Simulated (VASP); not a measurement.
# WS (Fm-3m) in VASP: single point with r2SCAN+U

Aim: the single point of WS with r2SCAN+U.

Program: VASP 6.6.1. These are calculated values, not measurements. Logs are shortened: lines on timing, memory, paths and dates and some standing lists are left out, and cuts for length are marked.

## (1) The cell of the first run

Symmetry: Fm-3m, No. 225, cubic system. Conventional cell: a = 5.532 Å, b = 5.532 Å, c = 5.532 Å, α = 90.00°, β = 90.00°, γ = 90.00°. Within 3.6 Å of W (site symmetry m-3m) lie 6 S at 2.77 Å. Within 3.6 Å of S (site symmetry m-3m) lie 6 W at 2.77 Å.

## (2) Single point, r2SCAN+U, collinear spin

POSCAR reads:

```
WS
1.0
    0.0000000000      2.7658717429      2.7658717429
    2.7658717429      0.0000000000      2.7658717429
    2.7658717429      2.7658717429      0.0000000000
W S
1 1
Direct
    0.0000000000      0.0000000000      0.0000000000
    0.5000000000      0.5000000000      0.5000000000
```

INCAR.step1 reads:

```
SYSTEM = WS
PREC = Accurate
ENCUT = 520
ISMEAR = 0
SIGMA = 0.1
LREAL = .FALSE.
LASPH = .TRUE.
NELM = 150
ISPIN = 2
MAGMOM = 1 0
LMAXMIX = 4
LDAU = .TRUE.
LDAUTYPE = 2
LDAUL = 2 -1
LDAUU = 6.2 0
LDAUJ = 0 0
NBANDS = 21
GGA = PE
ALGO = Normal
EDIFF = 1E-4
LWAVE = .TRUE.
LCHARG = .FALSE.
```

INCAR.step2 reads:

```
SYSTEM = WS
PREC = Accurate
ENCUT = 520
EDIFF = 1E-6
ISMEAR = 0
SIGMA = 0.1
LREAL = .FALSE.
LASPH = .TRUE.
NELM = 150
ALGO = Normal
ISIF = 2
LWAVE = .FALSE.
LCHARG = .TRUE.
ISPIN = 2
MAGMOM = 1 0
LORBIT = 11
LMAXMIX = 4
LDAU = .TRUE.
LDAUTYPE = 2
LDAUL = 2 -1
LDAUU = 6.2 0
LDAUJ = 0 0
LDAUPRINT = 1
METAGGA = R2SCAN
LMIXTAU = .TRUE.
LELF = .TRUE.
LVHAR = .TRUE.
NBANDS = 21
ISTART = 1
```

KPOINTS reads:

```
Automatic mesh
0
G
  14 14 14
  0 0 0
```

Potentials or basis: VASP PAW PBE potentials, release 64 (W_sv, S).

On the command line:

```bash
$ cat potpaw_PBE.64/W_sv/POTCAR potpaw_PBE.64/S/POTCAR > POTCAR
$ cp INCAR.step1 INCAR
$ mpirun -np 1 vasp_std > vasp.out
$ cp INCAR.step2 INCAR
$ mpirun -np 1 vasp_std > vasp.out
```

OUTCAR:

```text
SYSTEM = WS
   PREC = Accurate
   ENCUT = 520
   EDIFF = 1E-6
   ISMEAR = 0
   LREAL = .FALSE.
   LASPH = .TRUE.
   NELM = 150
   ISIF = 2
   ISPIN = 2
   LORBIT = 11
   METAGGA = R2SCAN
   ISTART = 1

 ion  position               nearest neighbor table
   1  0.000  0.000  0.000-   2 2.77   2 2.77   2 2.77   2 2.77   2 2.77   2 2.77
   2  0.500  0.500  0.500-   1 2.77   1 2.77   1 2.77   1 2.77   1 2.77   1 2.77

  LATTYP: Found a face centered cubic cell.
 ALAT       =     5.5317434858

  Lattice vectors:

 A1 = (   0.0000000000,   2.7658717429,   2.7658717429)
 A2 = (   2.7658717429,   0.0000000000,   2.7658717429)
 A3 = (   2.7658717429,   2.7658717429,   0.0000000000)

Analysis of symmetry for initial positions (statically):
=====================================================================
 Subroutine PRICEL returns:
 Original cell was already a primitive cell.

 Routine SETGRP: Setting up the symmetry group for a
 face centered cubic supercell.

 Subroutine GETGRP returns: Found 48 space group operations
 (whereof 48 operations were pure point group operations)
 out of a pool of 48 trial point group operations.

The static configuration has the point symmetry O_h .

Analysis of symmetry for dynamics (positions and initial velocities):
=====================================================================
 Subroutine PRICEL returns:
 Original cell was already a primitive cell.

 Routine SETGRP: Setting up the symmetry group for a
 face centered cubic supercell.

 Subroutine GETGRP returns: Found 48 space group operations
 (whereof 48 operations were pure point group operations)
 out of a pool of 48 trial point group operations.

The dynamic configuration has the point symmetry O_h .

Analysis of structural, dynamic, and magnetic symmetry:
=====================================================================
 Subroutine PRICEL returns:
 Original cell was already a primitive cell.

 Routine SETGRP: Setting up the symmetry group for a
 face centered cubic supercell.

 Subroutine GETGRP returns: Found 48 space group operations
 (whereof 48 operations were pure point group operations)
 out of a pool of 48 trial point group operations.

The overall configuration has the point symmetry O_h .

 Subroutine INISYM returns: Found 48 space group operations
 (whereof 48 operations are pure point group operations),
 and found     1 'primitive' translations

----------------------------------------------------------------------------------------

                                     Primitive cell

  volume of cell :      42.3181

  direct lattice vectors                    reciprocal lattice vectors
     0.000000000  2.765871743  2.765871743    -0.180774832  0.180774832  0.180774832
     2.765871743  0.000000000  2.765871743     0.180774832 -0.180774832  0.180774832
     2.765871743  2.765871743  0.000000000     0.180774832  0.180774832 -0.180774832

  length of vectors
     3.911533331  3.911533331  3.911533331     0.313111194  0.313111194  0.313111194

  position of ions in fractional coordinates (direct lattice)
     0.000000000  0.000000000  0.000000000
     0.500000000  0.500000000  0.500000000

  ion indices of the primitive-cell ions
   primitive index   ion index
                 1           1
                 2           2

----------------------------------------------------------------------------------------

[... 68 lines left out ...]
   NELM   =    150;   NELMIN=  2; NELMDL=  0     # of ELM steps
   EDIFF  = 0.1E-05   stopping-criterion for ELM
   LREAL  =      F    real-space projection
   EDIFFG = 0.1E-04   stopping-criterion for IOM
   NSW    =      0    number of steps for IOM
   IBRION =     -1    ionic relax: 0-MD 1-quasi-New 2-CG
   NFREE  =      0    steps in history (QN), initial steepest desc. (CG)
   ISIF   =      2    stress and relaxation
   ISYM   =      2    0-nonsym 1-usesym 2-fastsym
   POTIM  = 0.5000    time-step for ionic-motion
   TEBEG  =    0.0;   TEEND  =   0.0 temperature during run
   PSTRESS=    0.0 pullay stress
   NELECT =      20.0000    total number of electrons
   NUPDOWN=      -1.0000    fix difference up-down
   EMIN   =  10.00;   EMAX   =-10.00  energy-range for DOS
   EFERMI =   0.00;   METHOD = LEGACY
   ISMEAR =     0;   SIGMA  =   0.10  broadening in eV -4-tet -1-fermi 0-gaus
   EFERMI_NEDOS =   21; number of points for ismear=-14 and -15
   IALGO  =     38    algorithm
   IMIX   =      4    mixing-type and parameters
     AMIX     =   0.40;   BMIX     =  1.00
     AMIX_MAG =   1.60;   BMIX_MAG =  1.00
  volume/ion in A,a.u.               =      21.16       142.79
  Fermi-wavevector in a.u.,A,eV,Ry     =   1.275194  2.409766 22.124689  1.626119
  Thomas-Fermi vector in A             =   2.407919
   LORBIT       =     11    0 simple, 1 ext, 2 COOP (PROOUT), +10 PAW based schemes
 LDA+U is selected, type is set to LDAUTYPE =  2
   angular momentum for each species LDAUL =     2   -1
   U (eV)           for each species LDAUU =   6.2  0.0
   J (eV)           for each species LDAUJ =   0.0  0.0
   METAGGA = R2SCAN    functional components
   LHFCALC =     F    Hartree Fock is set to
   AEXX    =    0.0000 exact exchange contribution
   IVDW    =     0    specifies the selected vdW correction
   LEPSILON=     F    determine dielectric tensor
   LRPA    =     F    only Hartree local field effects (RPA)
 spin polarized calculation
 Gauss-broadening in eV      SIGMA  =   0.10
  energy-cutoff  :      520.00
  volume of cell :       42.32
 maximum number of plane-waves:      1158
 NGX is ok and might be reduce to    30
   NGX = 15   NGY = 15   NGZ = 15

atom =   1  type =  1  l = 2

 onsite density matrix

spin component  1

  0.8044 -0.0000 -0.0000  0.0000 -0.0000
 -0.0000  0.8044 -0.0000  0.0000 -0.0000
 -0.0000 -0.0000  0.4043 -0.0000 -0.0000
  0.0000  0.0000 -0.0000  0.8044 -0.0000
 -0.0000 -0.0000 -0.0000 -0.0000  0.4043

spin component  2

  0.0156 -0.0000 -0.0000 -0.0000 -0.0000
 -0.0000  0.0156 -0.0000 -0.0000  0.0000
 -0.0000 -0.0000  0.0596 -0.0000  0.0000
 -0.0000 -0.0000 -0.0000  0.0156  0.0000
 -0.0000  0.0000  0.0000  0.0000  0.0596

 occupancies and eigenvectors

  o =  0.0156  v =  0.0000  0.0000  0.0000  0.0000  0.0000  0.9999  0.0027  0.0000  0.0113  0.0000      0.0000  0.0000  0.0000  0.0000  0.0000  0.0000  0.0000  0.0000  0.0000  0.0000
  o =  0.0156  v =  0.0000  0.0000  0.0000  0.0000  0.0000  0.0116 -0.2911 -0.0000 -0.9566 -0.0000      0.0000  0.0000  0.0000  0.0000  0.0000  0.0000  0.0000  0.0000  0.0000  0.0000
  o =  0.0156  v =  0.0000  0.0000  0.0000  0.0000  0.0000  0.0007  0.9567  0.0000 -0.2911 -0.0000      0.0000  0.0000  0.0000  0.0000  0.0000  0.0000  0.0000  0.0000  0.0000  0.0000
  o =  0.0596  v =  0.0000  0.0000  0.0000  0.0000  0.0000 -0.0000 -0.0000  0.9999 -0.0000 -0.0104      0.0000  0.0000  0.0000  0.0000  0.0000  0.0000  0.0000  0.0000  0.0000  0.0000
  o =  0.0596  v =  0.0000  0.0000  0.0000  0.0000  0.0000  0.0000 -0.0000 -0.0104  0.0000 -0.9999      0.0000  0.0000  0.0000  0.0000  0.0000  0.0000  0.0000  0.0000  0.0000  0.0000
  o =  0.4043  v =  0.0000  0.0000 -0.9995 -0.0000 -0.0329  0.0000  0.0000  0.0000  0.0000  0.0000      0.0000  0.0000  0.0000  0.0000  0.0000  0.0000  0.0000  0.0000  0.0000  0.0000
  o =  0.4043  v =  0.0000 -0.0000 -0.0329  0.0000  0.9995  0.0000  0.0000  0.0000  0.0000  0.0000      0.0000  0.0000  0.0000  0.0000  0.0000  0.0000  0.0000  0.0000  0.0000  0.0000
  o =  0.8044  v =  0.0000 -0.5398 -0.0000  0.8418 -0.0000  0.0000  0.0000  0.0000  0.0000  0.0000      0.0000  0.0000  0.0000  0.0000  0.0000  0.0000  0.0000  0.0000  0.0000  0.0000
  o =  0.8044  v =  1.0000  0.0000  0.0000  0.0000  0.0000  0.0000  0.0000  0.0000  0.0000  0.0000      0.0000  0.0000  0.0000  0.0000  0.0000  0.0000  0.0000  0.0000  0.0000  0.0000
  o =  0.8044  v =  0.0000 -0.8418  0.0000 -0.5398 -0.0000  0.0000  0.0000  0.0000  0.0000  0.0000      0.0000  0.0000  0.0000  0.0000  0.0000  0.0000  0.0000  0.0000  0.0000  0.0000

 number of electron      20.0000002 magnetization       3.9151206

 Free energy of the ion-electron system (eV)
  ---------------------------------------------------
  ext. energy  EPLUGINS =         0.00000000
  ---------------------------------------------------
  free energy    TOTEN  =       -53.12358814 eV

  energy without entropy =      -53.11940418  energy(sigma->0) =      -53.12149616

 E-fermi :   7.6761     XC(G=0): -11.2098

 val. band max:        7.6734380812   @ k =   0.5000   0.2857   0.0000
 cond. band min:       7.6826405093   @ k =  -0.3571   0.4286   0.1429
 fundamental gap:      0.0092024281
 Fermi energy:         7.6761082810

 spin component 1

 k-point     1 :       0.0000    0.0000    0.0000
  band No.  band energies     occupation
      1     -69.9118      1.00000
      2     -33.8196      1.00000
      3     -33.8195      1.00000
      4     -33.8195      1.00000
      5      -8.4318      1.00000
      6       2.9715      1.00000
[... 1145 lines left out ...]
     20      22.1025      0.00000
     21      23.8199      0.00000

 [... further k-points ...]

------------------------ aborting loop because EDIFF is reached ----------------------------------------

  FORCE on cell =-STRESS in cart. coord.  units (eV):
  Direction    XX          YY          ZZ          XY          YZ          ZX
  --------------------------------------------------------------------------------------
  -------------------------------------------------------------------------------------
  Total       -1.5067649     -1.5067649     -1.5067649     -0.0000000      0.0000000     -0.0000000
  in kB      -57.0466275    -57.0466275    -57.0466275     -0.0000000      0.0000000     -0.0000000
  external PRESSURE =     -57.0466275 kB  Pullay stress =       0.0000000 kB

 VOLUME and BASIS-vectors are now :
 -----------------------------------------------------------------------------
  energy-cutoff  :      520.00
  volume of cell :       42.32
      direct lattice vectors                 reciprocal lattice vectors
     0.000000000  2.765871743  2.765871743    -0.180774832  0.180774832  0.180774832
     2.765871743  0.000000000  2.765871743     0.180774832 -0.180774832  0.180774832
     2.765871743  2.765871743  0.000000000     0.180774832  0.180774832 -0.180774832

 POSITION                                       TOTAL-FORCE (eV/Angst)
 -----------------------------------------------------------------------------------
      0.00000      0.00000      0.00000        -0.000000      0.000000      0.000000
      2.76587      2.76587      2.76587         0.000000      0.000000     -0.000000
 -----------------------------------------------------------------------------------
    total drift:                               -0.000000      0.000000      0.000000

  FREE ENERGIE OF THE ION-ELECTRON SYSTEM (eV)
  ---------------------------------------------------
  free  energy   TOTEN  =       -53.1235881407 eV

  energy  without entropy=      -53.1194041766  energy(sigma->0) =      -53.12149616

 total charge

# of ion       s       p       d       tot
------------------------------------------
    1        2.288   6.075   3.350  11.714
    2        1.312   2.378   0.000   3.690
--------------------------------------------------
tot          3.601   8.453   3.350  15.404

 magnetization (x)

# of ion       s       p       d       tot
------------------------------------------
    1        0.165   0.025   3.026   3.216
    2        0.017  -0.097   0.000  -0.080
--------------------------------------------------
tot          0.182  -0.072   3.026   3.136
```

Wall time 7.7 min (1 thread of Intel Xeon Platinum 8488C (Sapphire Rapids), shared host); peak memory 0.3 GiB.

What came out:

```
Free energy                                           : -53.1236 eV
Pressure                                              : -5.7 GPa
Net moment                                            : 3.92 μB per cell
Site moments                                          : W +3.22; S -0.08 μB
Valence electrons inside the program's atomic spheres : W 11.71; S 3.69
```

Eigenvalues of the final occupation matrices:
| site | spin | trace | eigenvalues |
| --- | --- | --- | --- |
| site 1 d | 1 | 3.22 | 0.40 0.40 0.80 0.80 0.80 |
| site 1 d | 2 | 0.17 | 0.02 0.02 0.02 0.06 0.06 |

Caveat: the cell stands under tension; the PAW data sets were made with another functional, which shifts forces and pressure a little; spin-orbit coupling is left out, which moves the levels of the heavy elements.
